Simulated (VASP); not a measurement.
# NaI in VASP: a series of runs

The runs below take NaI through single point, with LDA.

Everything below comes from runs of VASP 6.6.1. Logs are shortened: lines on timing, memory, paths and dates and some standing lists are left out, and cuts for length are marked.

### Step 1. The cell of the first run

The typed cell holds 2 atoms: a = 4.577 Å, b = 4.577 Å, c = 4.577 Å, α = 60.00°, β = 60.00°, γ = 60.00°.

### Step 2. Single point, LDA

File INCAR:

```
SYSTEM = NaI
ALGO     = Normal         ! electronic algorithm
EDIFF    = 1E-6           ! SCF threshold, eV
ENCUT    = 500            ! plane-wave cutoff, eV
GGA_COMPAT= .False.      
ISIF     = 2              ! what is computed and relaxed
ISMEAR   = 0              ! smearing method
LASPH    = .True.         ! aspherical terms in the spheres
LCHARG   = .False.        ! write CHGCAR
LREAL    = .False.        ! projectors in reciprocal space
LWAVE    = .False.        ! write WAVECAR
NBANDS   = 14             ! bands
NELM     = 120            ! most SCF steps
PREC     = Accurate       ! precision mode
SIGMA    = 0.01           ! smearing width, eV
```

File KPOINTS:

```
k-points
0
Gamma
  3 3 3
  0 0 0
```

File POSCAR:

```
NaI
1.0
    0.0000000000      3.2364000000      3.2364000000
    3.2364000000      0.0000000000      3.2364000000
    3.2364000000      3.2364000000      0.0000000000
Na I
1 1
Direct
    0.0084400000      0.9944300000      0.9944600000
    0.5109400000      0.4948600000      0.4962900000
```

Potentials or basis: VASP PAW LDA potentials, release 64 (Na_pv, I).

Started as:

```console
$ cat potpaw_LDA.64/Na_pv/POTCAR potpaw_LDA.64/I/POTCAR > POTCAR
$ mpirun -np 1 vasp_std > vasp.out
```

OUTCAR:

```text
SYSTEM = NaI
   EDIFF = 1E-6
   ENCUT = 500
   ISIF = 2
   ISMEAR = 0
   LASPH = .True.
   LREAL = .False.
   NELM = 120
   PREC = Accurate

 ion  position               nearest neighbor table
   1  0.008  0.994  0.994-
   2  0.511  0.495  0.496-

  LATTYP: Found a face centered cubic cell.
 ALAT       =     6.4728000000

  Lattice vectors:

 A1 = (   0.0000000000,   3.2364000000,   3.2364000000)
 A2 = (   3.2364000000,   0.0000000000,   3.2364000000)
 A3 = (   3.2364000000,   3.2364000000,   0.0000000000)

Analysis of symmetry for initial positions (statically):
=====================================================================
 Subroutine PRICEL returns:
 Original cell was already a primitive cell.

 Routine SETGRP: Setting up the symmetry group for a
 face centered cubic supercell.

 Subroutine GETGRP returns: Found  1 space group operations
 (whereof  1 operations were pure point group operations)
 out of a pool of 48 trial point group operations.

The static configuration has the point symmetry C_1 .

Analysis of symmetry for dynamics (positions and initial velocities):
=====================================================================
 Subroutine PRICEL returns:
 Original cell was already a primitive cell.

 Routine SETGRP: Setting up the symmetry group for a
 face centered cubic supercell.

 Subroutine GETGRP returns: Found  1 space group operations
 (whereof  1 operations were pure point group operations)
 out of a pool of 48 trial point group operations.

The dynamic configuration has the point symmetry C_1 .

 Subroutine INISYM returns: Found  1 space group operations
 (whereof  1 operations are pure point group operations),
 and found     1 'primitive' translations

----------------------------------------------------------------------------------------

                                     Primitive cell

  volume of cell :      67.7980

  direct lattice vectors                    reciprocal lattice vectors
     0.000000000  3.236400000  3.236400000    -0.154492646  0.154492646  0.154492646
     3.236400000  0.000000000  3.236400000     0.154492646 -0.154492646  0.154492646
     3.236400000  3.236400000  0.000000000     0.154492646  0.154492646 -0.154492646

  length of vectors
     4.576960773  4.576960773  4.576960773     0.267589113  0.267589113  0.267589113

  position of ions in fractional coordinates (direct lattice)
     0.008440000  0.994430000  0.994460000
     0.510940000  0.494860000  0.496290000

  ion indices of the primitive-cell ions
   primitive index   ion index
                 1           1
                 2           2

----------------------------------------------------------------------------------------

 KPOINTS: k-points

Automatic generation of k-mesh.
 Grid dimensions read from file:
 generate k-points for:    3    3    3

 Generating k-lattice:

  Cartesian coordinates                     Fractional coordinates (reciprocal lattice)
    -0.051497549  0.051497549  0.051497549     0.333333333  0.000000000  0.000000000
     0.051497549 -0.051497549  0.051497549     0.000000000  0.333333333  0.000000000
     0.051497549  0.051497549 -0.051497549     0.000000000  0.000000000  0.333333333

  Length of vectors
     0.089196371  0.089196371  0.089196371

  Shift w.r.t. Gamma in fractional coordinates (k-lattice)
     0.000000000  0.000000000  0.000000000

 Subroutine IBZKPT returns following result:
 ===========================================

 Found     14 irreducible k-points:

 Following reciprocal coordinates:
            Coordinates               Weight
  0.000000  0.000000  0.000000      1.000000
  0.333333  0.000000  0.000000      2.000000
  0.000000  0.333333  0.000000      2.000000
  0.000000  0.000000  0.333333      2.000000
  0.333333  0.333333  0.333333      2.000000
  0.333333  0.333333  0.000000      2.000000
  0.000000  0.333333  0.333333      2.000000
  0.333333  0.000000  0.333333      2.000000
 -0.333333  0.333333  0.000000      2.000000
  0.000000 -0.333333  0.333333      2.000000
  0.333333  0.000000 -0.333333      2.000000
  0.333333  0.333333 -0.333333      2.000000
 -0.333333  0.333333 -0.333333      2.000000
  0.333333 -0.333333 -0.333333      2.000000
   k-points           NKPTS =     14   k-points in BZ     NKDIM =     14   number of bands    NBANDS=     14
   number of dos      NEDOS =    301   number of ions     NIONS =      2
   total plane-waves  NPLWV =  46656
   dimension x,y,z NGX =    36 NGY =   36 NGZ =   36
   dimension x,y,z NGXF=    72 NGYF=   72 NGZF=   72
   ions per type =               1   1
   NGX,Y,Z   is equivalent  to a cutoff of  13.08, 13.08, 13.08 a.u.
   NGXF,Y,Z  is equivalent  to a cutoff of  26.15, 26.15, 26.15 a.u.
 SYSTEM =  NaI
   PREC   = accura    normal or accurate (medium, high low for compatibility)
   ISTART =      0    job   : 0-new  1-cont  2-samecut
   ICHARG =      2    charge: 1-file 2-atom 10-const
   ISPIN  =      1    spin polarized calculation?
   LNONCOLLINEAR =      F non collinear calculations
   LSORBIT =      F    spin-orbit coupling
   LASPH  =      T    aspherical Exc in radial PAW
   ENCUT  =  500.0 eV  36.75 Ry    6.06 a.u.   8.34  8.34  8.34*2*pi/ulx,y,z
   NELM   =    120;   NELMIN=  2; NELMDL= -5     # of ELM steps
   EDIFF  = 0.1E-05   stopping-criterion for ELM
   LREAL  =      F    real-space projection
[... 7 lines left out ...]
   TEBEG  =    0.0;   TEEND  =   0.0 temperature during run
   PSTRESS=    0.0 pullay stress
   NELECT =      14.0000    total number of electrons
   NUPDOWN=      -1.0000    fix difference up-down
   EMIN   =  10.00;   EMAX   =-10.00  energy-range for DOS
   EFERMI =   0.00;   METHOD = LEGACY
   ISMEAR =     0;   SIGMA  =   0.01  broadening in eV -4-tet -1-fermi 0-gaus
   EFERMI_NEDOS =   21; number of points for ismear=-14 and -15
   IALGO  =     38    algorithm
   IMIX   =      4    mixing-type and parameters
     AMIX     =   0.40;   BMIX     =  1.00
     AMIX_MAG =   1.60;   BMIX_MAG =  1.00
  volume/ion in A,a.u.               =      33.90       228.76
  Fermi-wavevector in a.u.,A,eV,Ry     =   0.967636  1.828567 12.739397  0.936319
  Thomas-Fermi vector in A             =   2.097538
   LORBIT       =      0    0 simple, 1 ext, 2 COOP (PROOUT), +10 PAW based schemes
   GGA     = CA    functional components
   LHFCALC =     F    Hartree Fock is set to
   AEXX    =    0.0000 exact exchange contribution
   IVDW    =     0    specifies the selected vdW correction
   LEPSILON=     F    determine dielectric tensor
   LRPA    =     F    only Hartree local field effects (RPA)
 non-spin polarized calculation
 Gauss-broadening in eV      SIGMA  =   0.01
  energy-cutoff  :      500.00
  volume of cell :       67.80
 maximum number of plane-waves:      1759
 NGX is ok and might be reduce to    36
   NGX = 17   NGY = 17   NGZ = 17

 number of electron      14.0000000 magnetization

 Free energy of the ion-electron system (eV)
  ---------------------------------------------------
  ext. energy  EPLUGINS =         0.00000000
  ---------------------------------------------------
  free energy    TOTEN  =        -5.93245043 eV

  energy without entropy =       -5.93245043  energy(sigma->0) =       -5.93245043

 E-fermi :   0.7303     XC(G=0):  -8.0912

 val. band max:        0.6508266606   @ k =   0.0000   0.0000   0.0000
 cond. band min:       3.9743230565   @ k =   0.0000   0.0000   0.0000
 fundamental gap:      3.3234963959
 Fermi energy:         0.7303231964

 k-point     1 :       0.0000    0.0000    0.0000
  band No.  band energies     occupation
      1     -21.7903      2.00000
      2     -21.7903      2.00000
      3     -21.7903      2.00000
      4     -10.4261      2.00000
      5       0.6507      2.00000
      6       0.6507      2.00000
      7       0.6508      2.00000
      8       3.9743      0.00000
      9       8.4260      0.00000
     10       8.4261      0.00000
     11       8.4262      0.00000
     12      10.2974      0.00000
     13      10.2975      0.00000
     14      10.8195      0.00000

 k-point     2 :       0.3333    0.0000    0.0000
  band No.  band energies     occupation
      1     -21.7944      2.00000
      2     -21.7906      2.00000
      3     -21.7905      2.00000
      4     -10.1919      2.00000
      5      -1.1807      2.00000
      6       0.4298      2.00000
      7       0.4299      2.00000
      8       5.4892      0.00000
      9       8.1653      0.00000
     10       8.1656      0.00000
     11       8.4177      0.00000
     12      10.4998      0.00000
     13      10.7862      0.00000
     14      10.7866      0.00000

 k-point     3 :       0.0000    0.3333    0.0000
  band No.  band energies     occupation
      1     -21.7944      2.00000
      2     -21.7906      2.00000
      3     -21.7905      2.00000
      4     -10.1918      2.00000
      5      -1.1807      2.00000
      6       0.4298      2.00000
      7       0.4299      2.00000
      8       5.4892      0.00000
      9       8.1653      0.00000
     10       8.1656      0.00000
     11       8.4178      0.00000
     12      10.4997      0.00000
     13      10.7862      0.00000
     14      10.7867      0.00000
[... 154 lines left out ...]
 k-point    13 :      -0.3333    0.3333   -0.3333
  band No.  band energies     occupation
      1     -21.7938      2.00000
      2     -21.7933      2.00000
      3     -21.7912      2.00000
      4     -10.0428      2.00000
      5      -0.9742      2.00000
      6      -0.8454      2.00000
      7       0.1332      2.00000
      8       5.9821      0.00000
      9       7.5556      0.00000
     10       8.6236      0.00000
     11       9.1612      0.00000
     12      10.3469      0.00000
     13      11.3124      0.00000
     14      14.2320      0.00000

 k-point    14 :       0.3333   -0.3333   -0.3333
  band No.  band energies     occupation
      1     -21.7938      2.00000
      2     -21.7933      2.00000
      3     -21.7912      2.00000
      4     -10.0428      2.00000
      5      -0.9742      2.00000
      6      -0.8454      2.00000
      7       0.1331      2.00000
      8       5.9821      0.00000
      9       7.5556      0.00000
     10       8.6236      0.00000
     11       9.1612      0.00000
     12      10.3470      0.00000
     13      11.3125      0.00000
     14      14.2323      0.00000

------------------------ aborting loop because EDIFF is reached ----------------------------------------

  FORCE on cell =-STRESS in cart. coord.  units (eV):
  Direction    XX          YY          ZZ          XY          YZ          ZX
  --------------------------------------------------------------------------------------
  -------------------------------------------------------------------------------------
  Total       -0.5360139     -0.5350086     -0.5357735     -0.0001192     -0.0001453     -0.0000897
  in kB      -12.6668928    -12.6431346    -12.6612113     -0.0028168     -0.0034338     -0.0021190
  external PRESSURE =     -12.6570796 kB  Pullay stress =       0.0000000 kB

 VOLUME and BASIS-vectors are now :
 -----------------------------------------------------------------------------
  energy-cutoff  :      500.00
  volume of cell :       67.80
      direct lattice vectors                 reciprocal lattice vectors
     0.000000000  3.236400000  3.236400000    -0.154492646  0.154492646  0.154492646
     3.236400000  0.000000000  3.236400000     0.154492646 -0.154492646  0.154492646
     3.236400000  3.236400000  0.000000000     0.154492646  0.154492646 -0.154492646

 POSITION                                       TOTAL-FORCE (eV/Angst)
 -----------------------------------------------------------------------------------
      6.43684      3.24579      3.24569         0.004925      0.009425      0.006376
      3.20776      3.25980      3.25517        -0.004925     -0.009425     -0.006376
 -----------------------------------------------------------------------------------
    total drift:                                0.000033      0.000028      0.000019

  FREE ENERGIE OF THE ION-ELECTRON SYSTEM (eV)
  ---------------------------------------------------
  free  energy   TOTEN  =        -5.9324504280 eV

  energy  without entropy=       -5.9324504280  energy(sigma->0) =       -5.93245043
```

It took 12 s on 1 thread of Intel Xeon Platinum 8259CL at 2.50GHz (Skylake/Cascade Lake), shared host; peak memory 0.17 GiB.

Results:

| Quantity | Value |
| --- | --- |
| Free energy | -5.9325 eV |
| Pressure | -1.3 GPa |
| Largest force | 0.012 eV/Å |
| Band gap on the k mesh | 3.32 eV |

Forces on the atoms (eV/Å):
```
Na   0.005  0.009  0.006
I   -0.005 -0.009 -0.006
```

Caveat: the k points lie up to 0.56 Å⁻¹ apart; spin-orbit coupling is left out, which moves the levels of the heavy elements.

### Step 3. Single point, LDA

File INCAR:

```
SYSTEM = NaI
ALGO = Normal ; EDIFF = 1E-6
ENCUT = 500 ; GGA = CA
GGA_COMPAT = .FALSE. ; ISIF = 2
ISMEAR = 0 ; LASPH = .TRUE.
LCHARG = .FALSE. ; LREAL = .FALSE.
LWAVE = .FALSE. ; NBANDS = 14
NELM = 120 ; PREC = Accurate
SIGMA = 0.01
```

File KPOINTS:

```
k-points
0
G
  3 3 3
  0 0 0
```

Changes to POSCAR since step 2:

```diff
@@ -8,3 +8,3 @@
 Direct
-    0.0084400000      0.9944300000      0.9944600000
+    0.0090579706      0.9950479706      0.9938420294
     0.5109400000      0.4948600000      0.4962900000
```

Potentials or basis: VASP PAW LDA potentials, release 64 (Na_pv, I).

Started as:

```console
$ cat potpaw_LDA.64/Na_pv/POTCAR potpaw_LDA.64/I/POTCAR > POTCAR
$ mpirun -np 1 vasp_std > vasp.out
```

OUTCAR:

```text
SYSTEM = NaI
   EDIFF = 1E-6
   ENCUT = 500
   GGA = CA
   ISIF = 2
   ISMEAR = 0
   LASPH = .TRUE.
   LREAL = .FALSE.
   NELM = 120
   PREC = Accurate

 ion  position               nearest neighbor table
   1  0.009  0.995  0.994-
   2  0.511  0.495  0.496-

  LATTYP: Found a face centered cubic cell.
 ALAT       =     6.4728000000

  Lattice vectors:

 A1 = (   0.0000000000,   3.2364000000,   3.2364000000)
[... 409 lines left out ...]
     13      11.3125      0.00000
     14      14.2323      0.00000

------------------------ aborting loop because EDIFF is reached ----------------------------------------

  FORCE on cell =-STRESS in cart. coord.  units (eV):
  Direction    XX          YY          ZZ          XY          YZ          ZX
  --------------------------------------------------------------------------------------
  -------------------------------------------------------------------------------------
  Total       -0.5359537     -0.5349482     -0.5360858     -0.0001114     -0.0001056     -0.0000772
  in kB      -12.6654680    -12.6417084    -12.6685912     -0.0026333     -0.0024952     -0.0018234
  external PRESSURE =     -12.6585892 kB  Pullay stress =       0.0000000 kB

 VOLUME and BASIS-vectors are now :
 -----------------------------------------------------------------------------
  energy-cutoff  :      500.00
  volume of cell :       67.80
      direct lattice vectors                 reciprocal lattice vectors
     0.000000000  3.236400000  3.236400000    -0.154492646  0.154492646  0.154492646
     3.236400000  0.000000000  3.236400000     0.154492646 -0.154492646  0.154492646
     3.236400000  3.236400000  0.000000000     0.154492646  0.154492646 -0.154492646

 POSITION                                       TOTAL-FORCE (eV/Angst)
 -----------------------------------------------------------------------------------
      6.43684      3.24579      3.24969         0.004928      0.009428      0.003684
      3.20776      3.25980      3.25517        -0.004928     -0.009428     -0.003684
 -----------------------------------------------------------------------------------
    total drift:                                0.000038      0.000032      0.000005

  FREE ENERGIE OF THE ION-ELECTRON SYSTEM (eV)
  ---------------------------------------------------
  free  energy   TOTEN  =        -5.9324706099 eV

  energy  without entropy=       -5.9324706099  energy(sigma->0) =       -5.93247061
```

OSZICAR:

```text
N       E                     dE             d eps       ncg     rms          rms(c)
DAV:   1     0.792977892546E+02    0.79298E+02   -0.61577E+03   398   0.877E+02
DAV:   2     0.677412151161E+00   -0.78620E+02   -0.72804E+02   398   0.218E+02
DAV:   3    -0.585155442155E+01   -0.65290E+01   -0.64842E+01   476   0.588E+01
DAV:   4    -0.601702323291E+01   -0.16547E+00   -0.16542E+00   508   0.944E+00
DAV:   5    -0.602017837633E+01   -0.31551E-02   -0.31551E-02   526   0.121E+00    0.162E+00
DAV:   6    -0.594956540961E+01    0.70613E-01   -0.63439E-02   476   0.168E+00    0.105E+00
DAV:   7    -0.593296535405E+01    0.16600E-01   -0.48353E-02   494   0.122E+00    0.531E-01
DAV:   8    -0.593253738854E+01    0.42797E-03   -0.33379E-03   440   0.503E-01    0.128E-01
DAV:   9    -0.593247122075E+01    0.66168E-04   -0.16308E-04   476   0.126E-01    0.346E-02
DAV:  10    -0.593247088002E+01    0.34073E-06   -0.22071E-05   544   0.524E-02    0.682E-03
DAV:  11    -0.593247060995E+01    0.27007E-06   -0.15585E-06   438   0.151E-02
   1 F= -.59324706E+01 E0= -.59324706E+01  d E =-.209678E-30
```

Run time: 13 s. Hardware: 1 thread of Intel Xeon Platinum 8259CL at 2.50GHz (Skylake/Cascade Lake), shared host; peak memory 0.17 GiB.

What came out:

- Free energy: -5.9325 eV
- Pressure: -1.3 GPa
- Largest force: 0.011 eV/Å
- Band gap on the k mesh: 3.32 eV

Forces in eV/Å, atoms in the order of the input:
```
Na   0.005  0.009  0.004
I   -0.005 -0.009 -0.004
```

Caveat: the k points lie up to 0.56 Å⁻¹ apart; spin-orbit coupling is left out, which moves the levels of the heavy elements.

### Step 4. Single point, LDA

File INCAR:

```
  PREC = Accurate
  ENCUT = 500
  EDIFF = 1E-6
  ISMEAR = 0
  SIGMA = 0.01
  LREAL = False
  LASPH = True
  NELM = 120
  ALGO = Normal
  ISIF = 2
  LWAVE = False
  LCHARG = False
  NBANDS = 14
  GGA_COMPAT = False
```

File KPOINTS:

```
Automatic mesh
0
Gamma
  3 3 3
```

Changes to POSCAR since step 3:

```diff
@@ -8,3 +8,3 @@
 Direct
-    0.0090579706      0.9950479706      0.9938420294
+    0.0078220294      0.9938120294      0.9950779706
     0.5109400000      0.4948600000      0.4962900000
```

Started as:

```console
$ cat potpaw_LDA.64/Na_pv/POTCAR potpaw_LDA.64/I/POTCAR > POTCAR
$ mpirun -np 1 vasp_std > vasp.out
```

It took 12 s on 1 thread of Intel Xeon Platinum 8259CL at 2.50GHz (Skylake/Cascade Lake), shared host; peak memory 0.17 GiB.

It converged, with:

* Free energy: -5.9324 eV
* Pressure: -1.3 GPa
* Largest force: 0.014 eV/Å
* Band gap on the k mesh: 3.32 eV

Forces on the atoms (eV/Å):
```
Na   0.005  0.009  0.009
I   -0.005 -0.009 -0.009
```

Levels at points of the mesh, in eV from the valence-band top:
```csv
k point,band 4,band 5,band 6,band 7,band 8,band 9,band 10,band 11
"(0.00, 0.00, 0.00)",-11.08,0.00,0.00,0.00,3.32,7.78,7.78,7.78
```

Caveat: the k points lie up to 0.56 Å⁻¹ apart; spin-orbit coupling is left out, which moves the levels of the heavy elements. A hybrid or GW would open this gap; LDA tends to underestimate it.

[end of part 1 of 2]
